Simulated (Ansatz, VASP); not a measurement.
# Two plane-wave programs on H2CO

```
CELL_PARAMETERS angstrom
8.18824 0.00000 0.00000
0.00000 8.18824 0.00000
0.00000 0.00000 8.18824
ATOMIC_POSITIONS crystal
O 0.04887 0.51013 0.62436
O 0.37803 0.79133 0.21505
O 0.55849 0.63403 0.60368
O 0.09734 0.86605 0.93216
O 0.76633 0.67058 0.07743
O 0.81350 0.12902 0.14232
O 0.15712 0.05468 0.48641
O 0.22057 0.25437 0.00225
O 0.51390 0.34848 0.29843
O 0.51362 0.03470 0.75477
C 0.15721 0.50197 0.52341
C 0.47140 0.90492 0.19554
C 0.66432 0.64079 0.70716
C 0.18041 0.76459 0.86375
C 0.86618 0.60741 0.16670
C 0.81767 0.10414 0.99625
C 0.11606 0.08073 0.34622
C 0.25852 0.26069 0.85894
C 0.44706 0.44101 0.20345
C 0.49760 0.03355 0.60690
H 0.27681 0.44323 0.54970
H 0.14349 0.55388 0.39824
H 0.60517 0.89129 0.21435
H 0.42839 0.02844 0.15693
H 0.66980 0.55307 0.81119
H 0.76220 0.73528 0.70726
H 0.25128 0.79407 0.75145
H 0.18964 0.63600 0.90852
H 0.84677 0.48281 0.21777
H 0.98187 0.67210 0.19881
H 0.84612 0.20457 0.90808
H 0.79319 0.98129 0.94457
H 0.07680 0.20334 0.30259
H 0.11612 0.98216 0.25262
H 0.36192 0.33870 0.81593
H 0.19257 0.18989 0.76365
H 0.31597 0.47475 0.21435
H 0.51419 0.49901 0.10022
H 0.48831 0.14817 0.53451
H 0.49201 0.91680 0.53737
```

Alike in both runs: functional PBE; dispersion D3(BJ); k mesh 1 × 1 × 1; occupations fermi-dirac, width 0.02 eV; no spin polarisation.

Ansatz relaxed the structure, and its values are those at the end. VASP's run is a single point on that final structure, the one shown.

|  | VASP | Ansatz |
| --- | --- | --- |
| version | VASP 6.6.1 | Ansatz 0.2.0 |
| potentials or method | VASP PAW PBE potentials, release 64 (O_h, C_h, H_h), cutoff 1000 eV | scalar-relativistic, plane waves, PAW |
| valence electrons in the cell | 120 | 120 |

```csv
,VASP,Ansatz,Ansatz less VASP
rms of the force components (eV/Å),0.045,0.047,+0.0022
```
